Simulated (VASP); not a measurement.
# Be (P6/mmm) in VASP: notebook

The runs below take Be through single point, with PBE.

Everything below comes from runs of VASP 6.6.1. Logs are shortened: lines on timing, memory, paths and dates and some standing lists are left out, and cuts for length are marked.

## Step 1: The cell of the first run

It takes space group P6/mmm (No. 191, hexagonal). The conventional cell has a = 3.211 Å, b = 3.211 Å, c = 1.923 Å, α = 90.00°, β = 90.00°, γ = 120.00°. Within 2.5 Å of Be (site symmetry 6/mmm) lie 14 Be at 1.92 to 2.09 Å. Be (site symmetry -6m2) has 11 Be at 1.85 to 2.09 Å within 2.5 Å.

## Step 2: Single point, PBE

Input file INCAR:

```
SYSTEM = Be
PREC = Accurate ; ENCUT = 520
EDIFF = 1E-6 ; ISMEAR = -1
SIGMA = 0.05 ; LREAL = .False.
LASPH = .True. ; NELM = 80
ALGO = Normal ; ISIF = 2
LWAVE = .False. ; LCHARG = .True.
GGA = PE ; LELF = .True.
LVHAR = .True. ; NBANDS = 10
```

Input file KPOINTS:

```
Automatic mesh
0
Gamma
  11 11 16
  0 0 0
```

Input file POSCAR:

```
Be
1.0
    3.2113389362      0.0000000000      0.0000000000
   -1.6056694681      2.7811010989      0.0000000000
    0.0000000000      0.0000000000      1.9226078302
Be
3
Direct
    0.0000000000      0.0000000000      0.0000000000
    0.3333333333      0.6666666667      0.5000000000
    0.6666666667      0.3333333333      0.5000000000
```

Potentials or basis: VASP PAW PBE potentials, release 64 (Be).

On the command line:

```sh
> cat potpaw_PBE.64/Be/POTCAR > POTCAR
> mpirun -np 1 vasp_std > vasp.out
```

OUTCAR:

```text
SYSTEM = Be
   PREC = Accurate
   ENCUT = 520
   EDIFF = 1E-6
   ISMEAR = -1
   LREAL = .False.
   LASPH = .True.
   NELM = 80
   ISIF = 2
   GGA = PE

 ion  position               nearest neighbor table
   1  0.000  0.000  0.000-   2 2.09   3 2.09   2 2.09   3 2.09   2 2.09   2 2.09   3 2.09   3 2.09
                             3 2.09   3 2.09   2 2.09   2 2.09
   2  0.333  0.667  0.500-   3 1.85   3 1.85   3 1.85   1 2.09   1 2.09   1 2.09   1 2.09   1 2.09
                             1 2.09
   3  0.667  0.333  0.500-   2 1.85   2 1.85   2 1.85   1 2.09   1 2.09   1 2.09   1 2.09   1 2.09
                             1 2.09

  LATTYP: Found a hexagonal cell.
 ALAT       =     3.2113389362
 C/A-ratio  =     0.5986935258

  Lattice vectors:

 A1 = (   3.2113389362,   0.0000000000,   0.0000000000)
 A2 = (  -1.6056694681,   2.7811010989,   0.0000000000)
 A3 = (   0.0000000000,   0.0000000000,   1.9226078302)

Analysis of symmetry for initial positions (statically):
=====================================================================
 Subroutine PRICEL returns:
 Original cell was already a primitive cell.

 Routine SETGRP: Setting up the symmetry group for a
 hexagonal supercell.

 Subroutine GETGRP returns: Found 24 space group operations
 (whereof 24 operations were pure point group operations)
 out of a pool of 24 trial point group operations.

The static configuration has the point symmetry D_6h.

Analysis of symmetry for dynamics (positions and initial velocities):
=====================================================================
 Subroutine PRICEL returns:
 Original cell was already a primitive cell.

 Routine SETGRP: Setting up the symmetry group for a
 hexagonal supercell.

 Subroutine GETGRP returns: Found 24 space group operations
 (whereof 24 operations were pure point group operations)
 out of a pool of 24 trial point group operations.

The dynamic configuration has the point symmetry D_6h.

 Subroutine INISYM returns: Found 24 space group operations
 (whereof 24 operations are pure point group operations),
 and found     1 'primitive' translations

----------------------------------------------------------------------------------------

                                     Primitive cell

  volume of cell :      17.1709

  direct lattice vectors                    reciprocal lattice vectors
     3.211338936  0.000000000  0.000000000     0.311396592  0.179784906  0.000000000
    -1.605669468  2.781101099  0.000000000     0.000000000  0.359569812  0.000000000
     0.000000000  0.000000000  1.922607830     0.000000000  0.000000000  0.520126874

  length of vectors
     3.211338936  3.211338936  1.922607830     0.359569812  0.359569812  0.520126874

  position of ions in fractional coordinates (direct lattice)
     0.000000000  0.000000000  0.000000000
     0.333333333  0.666666667  0.500000000
     0.666666667  0.333333333  0.500000000

  ion indices of the primitive-cell ions
   primitive index   ion index
                 1           1
                 2           2
                 3           3

----------------------------------------------------------------------------------------

 KPOINTS: Automatic mesh

Automatic generation of k-mesh.
 Grid dimensions read from file:
 generate k-points for:   11   11   16

 Generating k-lattice:

  Cartesian coordinates                     Fractional coordinates (reciprocal lattice)
     0.028308781  0.016344082  0.000000000     0.090909091  0.000000000  0.000000000
     0.000000000  0.032688165  0.000000000     0.000000000  0.090909091  0.000000000
     0.000000000  0.000000000  0.032507930     0.000000000  0.000000000  0.062500000

  Length of vectors
     0.032688165  0.032688165  0.032507930

  Shift w.r.t. Gamma in fractional coordinates (k-lattice)
     0.000000000  0.000000000  0.000000000

 Subroutine IBZKPT returns following result:
 ===========================================

 Found    144 irreducible k-points:

 Following reciprocal coordinates:
            Coordinates               Weight
  0.000000  0.000000  0.000000      1.000000
  0.090909 -0.000000  0.000000      6.000000
  0.181818 -0.000000  0.000000      6.000000
  0.272727  0.000000  0.000000      6.000000
  0.363636  0.000000  0.000000      6.000000
  0.454545 -0.000000  0.000000      6.000000
[... 16 lines left out ...]
  0.090909  0.090909  0.062500     12.000000
  0.181818  0.090909  0.062500     24.000000
 [... further k-points ...]
   k-points           NKPTS =    144   k-points in BZ     NKDIM =    144   number of bands    NBANDS=     10
   number of dos      NEDOS =    301   number of ions     NIONS =      3
   total plane-waves  NPLWV =   8064
   dimension x,y,z NGX =    24 NGY =   24 NGZ =   14
   dimension x,y,z NGXF=    48 NGYF=   48 NGZF=   28
   ions per type =               3
   NGX,Y,Z   is equivalent  to a cutoff of  12.42, 12.42, 12.11 a.u.
   NGXF,Y,Z  is equivalent  to a cutoff of  24.85, 24.85, 24.21 a.u.
 SYSTEM =  Be
   PREC   = accura    normal or accurate (medium, high low for compatibility)
   ISTART =      0    job   : 0-new  1-cont  2-samecut
   ICHARG =      2    charge: 1-file 2-atom 10-const
   ISPIN  =      1    spin polarized calculation?
   LNONCOLLINEAR =      F non collinear calculations
   LSORBIT =      F    spin-orbit coupling
   LASPH  =      T    aspherical Exc in radial PAW
   ENCUT  =  520.0 eV  38.22 Ry    6.18 a.u.   5.97  5.97  3.57*2*pi/ulx,y,z
   NELM   =     80;   NELMIN=  2; NELMDL= -5     # of ELM steps
   EDIFF  = 0.1E-05   stopping-criterion for ELM
   LREAL  =      F    real-space projection
[... 7 lines left out ...]
   TEBEG  =    0.0;   TEEND  =   0.0 temperature during run
   PSTRESS=    0.0 pullay stress
   NELECT =       6.0000    total number of electrons
   NUPDOWN=      -1.0000    fix difference up-down
   EMIN   =  10.00;   EMAX   =-10.00  energy-range for DOS
   EFERMI =   0.00;   METHOD = LEGACY
   ISMEAR =    -1;   SIGMA  =   0.05  broadening in eV -4-tet -1-fermi 0-gaus
   EFERMI_NEDOS =   21; number of points for ismear=-14 and -15
   IALGO  =     38    algorithm
   IMIX   =      4    mixing-type and parameters
     AMIX     =   0.40;   BMIX     =  1.00
     AMIX_MAG =   1.60;   BMIX_MAG =  1.00
  volume/ion in A,a.u.               =       5.72        38.63
  Fermi-wavevector in a.u.,A,eV,Ry     =   1.153083  2.179012 18.090323  1.329601
  Thomas-Fermi vector in A             =   2.289730
   LORBIT       =      0    0 simple, 1 ext, 2 COOP (PROOUT), +10 PAW based schemes
   GGA     = PE    functional components
[... 5 lines left out ...]
 non-spin polarized calculation
  energy-cutoff  :      520.00
  volume of cell :       17.17
 maximum number of plane-waves:       478
 NGX is ok and might be reduce to    24
   NGX = 11   NGY = 11   NGZ =  7

 number of electron       6.0000000 magnetization

 Free energy of the ion-electron system (eV)
  ---------------------------------------------------
  ext. energy  EPLUGINS =         0.00000000
  ---------------------------------------------------
  free energy    TOTEN  =        -9.55036969 eV

  energy without entropy =       -9.54665070  energy(sigma->0) =       -9.54851019

 E-fermi :  11.0850     XC(G=0): -11.7236

 val. band max:       11.0123294867   @ k =   0.0909  -0.0000   0.1250
 cond. band min:      11.1010820128   @ k =   0.0909  -0.0000   0.3125
 fundamental gap:      0.0887525261
 Fermi energy:        11.0849972528

 k-point     1 :       0.0000    0.0000    0.0000
  band No.  band energies     occupation
      1      -3.1546      2.00000
      2       8.8072      2.00000
      3       8.8072      2.00000
      4       9.0621      2.00000
      5       9.0621      2.00000
      6      18.8089      0.00000
      7      19.3171      0.00000
      8      25.5996      0.00000
      9      35.8454      0.00000
     10      35.8457      0.00000

 k-point     2 :       0.0909   -0.0000    0.0000
  band No.  band energies     occupation
      1      -3.0506      2.00000
      2       7.1268      2.00000
      3       7.3666      2.00000
      4      10.4745      1.99999
      5      10.8095      1.99194
      6      19.2058      0.00000
      7      19.6249      0.00000
      8      25.7440      0.00000
      9      35.0328      0.00000
     10      35.3474      0.00000

 k-point     3 :       0.1818   -0.0000    0.0000
  band No.  band energies     occupation
      1      -2.7382      2.00000
      2       5.2933      2.00000
      3       6.1156      2.00000
      4      11.5030      0.00047
      5      12.9794      0.00000
      6      20.1759      0.00000
      7      20.7487      0.00000
      8      26.1755      0.00000
      9      33.2442      0.00000
     10      33.7133      0.00000

 k-point     4 :       0.2727    0.0000    0.0000
  band No.  band energies     occupation
      1      -2.2160      2.00000
      2       3.5605      2.00000
      3       5.1750      2.00000
      4      12.0302      0.00000
      5      15.4451      0.00000
      6      21.3683      0.00000
      7      22.8210      0.00000
      8      26.8886      0.00000
      9      31.0081      0.00000
     10      31.0702      0.00000

 k-point     5 :       0.3636    0.0000    0.0000
  band No.  band energies     occupation
      1      -1.4823      2.00000
      2       1.9947      2.00000
      3       4.5472      2.00000
      4      12.2496      0.00000
      5      18.1921      0.00000
      6      22.8512      0.00000
      7      25.2865      0.00000
      8      27.7642      0.00000
      9      27.8729      0.00000
     10      28.8090      0.00000

 k-point     6 :       0.4545   -0.0000    0.0000
  band No.  band energies     occupation
      1      -0.5361      2.00000
      2       0.6263      2.00000
      3       4.2330      2.00000
      4      12.3232      0.00000
      5      21.1933      0.00000
      6      24.4300      0.00000
      7      24.6094      0.00000
      8      26.6014      0.00000
      9      27.3145      0.00000
     10      29.1091      0.00000
[... 183 lines left out ...]
 k-point    21 :       0.3636    0.0000    0.0625
  band No.  band energies     occupation
      1      -1.3743      2.00000
      2       2.1152      2.00000
      3       4.7005      2.00000
      4      12.2670      0.00000
      5      18.3330      0.00000
      6      22.4992      0.00000
      7      24.9838      0.00000
      8      26.7523      0.00000
      9      27.8513      0.00000
     10      29.1024      0.00000

 k-point    22 :       0.4545   -0.0000    0.0625
  band No.  band energies     occupation
      1      -0.4251      2.00000
      2       0.7415      2.00000
      3       4.3865      2.00000
      4      12.3277      0.00000
      5      21.3248      0.00000
      6      24.2115      0.00000
      7      24.5504      0.00000
      8      26.0306      0.00000
      9      27.1818      0.00000
     10      28.3150      0.00000

 k-point    23 :       0.0909    0.0909    0.0625
  band No.  band energies     occupation
      1      -2.7385      2.00000
      2       6.2100      2.00000
      3       6.2271      2.00000
      4      11.9041      0.00000
      5      12.0372      0.00000
      6      19.4549      0.00000
      7      20.0906      0.00000
      8      25.6564      0.00000
      9      33.4816      0.00000
     10      34.4318      0.00000

 k-point    24 :       0.1818    0.0909    0.0625
  band No.  band energies     occupation
      1      -2.3201      2.00000
      2       4.5424      2.00000
      3       5.2517      2.00000
      4      12.5898      0.00000
      5      14.0527      0.00000
      6      20.8485      0.00000
      7      21.5114      0.00000
      8      26.0821      0.00000
      9      31.1101      0.00000
     10      33.0193      0.00000

 [... further k-points ...]
[... 5 lines left out ...]
  --------------------------------------------------------------------------------------
  -------------------------------------------------------------------------------------
  Total        7.4403593      7.4403593      7.4364489      0.0000000     -0.0000000      0.0000000
  in kB      694.2419686    694.2419686    693.8770967      0.0000000     -0.0000000      0.0000000
  external PRESSURE =     694.1203446 kB  Pullay stress =       0.0000000 kB

 VOLUME and BASIS-vectors are now :
 -----------------------------------------------------------------------------
  energy-cutoff  :      520.00
  volume of cell :       17.17
      direct lattice vectors                 reciprocal lattice vectors
     3.211338936  0.000000000  0.000000000     0.311396592  0.179784906  0.000000000
    -1.605669468  2.781101099  0.000000000     0.000000000  0.359569812  0.000000000
     0.000000000  0.000000000  1.922607830     0.000000000  0.000000000  0.520126874

 POSITION                                       TOTAL-FORCE (eV/Angst)
 -----------------------------------------------------------------------------------
      0.00000      0.00000      0.00000         0.000000      0.000000      0.000000
     -0.00000      1.85407      0.96130        -0.000000      0.000000      0.000000
      1.60567      0.92703      0.96130         0.000000     -0.000000     -0.000000
 -----------------------------------------------------------------------------------
    total drift:                               -0.000000      0.000000     -0.000000

  FREE ENERGIE OF THE ION-ELECTRON SYSTEM (eV)
  ---------------------------------------------------
  free  energy   TOTEN  =        -9.5503696876 eV

  energy  without entropy=       -9.5466506961  energy(sigma->0) =       -9.54851019
```

Run time: 5.1 s. Hardware: 1 thread of Intel Xeon 6975P-C (Granite Rapids), shared host; peak memory 0.13 GiB.

Results:

- Free energy: -9.5504 eV
- Pressure: 69.4 GPa
- Band gap on the k mesh: zero (band 3 reaches 15.77 eV, above the bottom of band 4 at 9.06 eV)

(Continued in part 2 of 2.)
